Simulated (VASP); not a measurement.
Set up this calculation in VASP 6.6.1, as the native input.

| Item | Value |
| --- | --- |
| Task | single point |
| Functional | r2SCAN |
| Potentials or basis | VASP PAW PBE potentials, release 64 (Sb) |
| Cutoff | 520 eV |
| k mesh | 10 × 10 × 10 |
| Occupations | fermi-dirac, width 0.1 eV |
| Spin | non-collinear spin, zero start, spin-orbit coupling |
| Starting moments | [[0.0, 0.0, 0.0]] μB |
| Dipole correction | no |
| Further INCAR settings | ALGO = Normal; EDIFF = 1e-07; NBANDS = 16 |

Crystal: Sb.

```xyz
1
Lattice="3.0828 0.0000 0.0000 0.0000 3.0828 0.0000 0.0000 0.0000 3.0828" Properties=species:S:1:pos:R:3 pbc="T T T"
Sb    0.0000    0.0000    0.0000
```

One way to write it, as run:

POSCAR

```
Sb
1.0
    3.0828068652      0.0000000000      0.0000000000
    0.0000000000      3.0828068652      0.0000000000
    0.0000000000      0.0000000000      3.0828068652
Sb
1
Direct
    0.0000000000      0.0000000000      0.0000000000
```

INCAR.step1

```
SYSTEM = Sb
PREC     = Accurate       ! precision mode
ENCUT    = 520            ! plane-wave cutoff, eV
ISMEAR   = -1             ! smearing method
SIGMA    = 0.1            ! smearing width, eV
LREAL    = .False.        ! projectors in reciprocal space
LASPH    = .True.         ! aspherical terms in the spheres
NELM     = 150            ! most SCF steps
LNONCOLLINEAR= .True.         ! non-collinear magnetism
MAGMOM   = 0 0 0          ! initial moments
LSORBIT  = .True.         ! spin-orbit coupling
GGA_COMPAT= .False.      
NBANDS   = 16             ! bands
GGA      = PE             ! functional
ALGO     = Normal         ! electronic algorithm
EDIFF    = 1E-4           ! SCF threshold, eV
LWAVE    = .True.         ! write WAVECAR
LCHARG   = .False.        ! write CHGCAR
```

INCAR.step2

```
SYSTEM = Sb
PREC     = Accurate       ! precision mode
ENCUT    = 520            ! plane-wave cutoff, eV
EDIFF    = 1E-7           ! SCF threshold, eV
ISMEAR   = -1             ! smearing method
SIGMA    = 0.1            ! smearing width, eV
LREAL    = .False.        ! projectors in reciprocal space
LASPH    = .True.         ! aspherical terms in the spheres
NELM     = 150            ! most SCF steps
ALGO     = Normal         ! electronic algorithm
ISIF     = 2              ! what is computed and relaxed
LWAVE    = .False.        ! write WAVECAR
LCHARG   = .False.        ! write CHGCAR
LNONCOLLINEAR= .True.         ! non-collinear magnetism
MAGMOM   = 0 0 0          ! initial moments
LORBIT   = 11             ! projections on sites
LSORBIT  = .True.         ! spin-orbit coupling
GGA_COMPAT= .False.      
LORBMOM  = .True.       
METAGGA  = R2SCAN         ! meta-GGA
LMIXTAU  = .True.       
NBANDS   = 16             ! bands
ISTART   = 1
```

KPOINTS

```
Automatic mesh
0
Gamma
  10 10 10
  0 0 0
```

Potentials or basis: VASP PAW PBE potentials, release 64 (Sb).

The run is started by

```sh
$ cat potpaw_PBE.64/Sb/POTCAR > POTCAR
$ cp INCAR.step1 INCAR
$ mpirun -np 1 vasp_ncl > vasp.out
$ cp INCAR.step2 INCAR
$ mpirun -np 1 vasp_ncl > vasp.out
```

It gave:

```yaml
Pressure: 0.2 GPa
Net_moment: 0.00 μB per cell
Valence_electrons_inside_the_program's_atomic_spheres: Sb 2.37
```

Caveat: the PAW data sets were made with another functional, which shifts forces and pressure a little.

It took 2 min on 1 thread of Intel Xeon 6975P-C, on a shared host, peak memory 0.23 GiB.
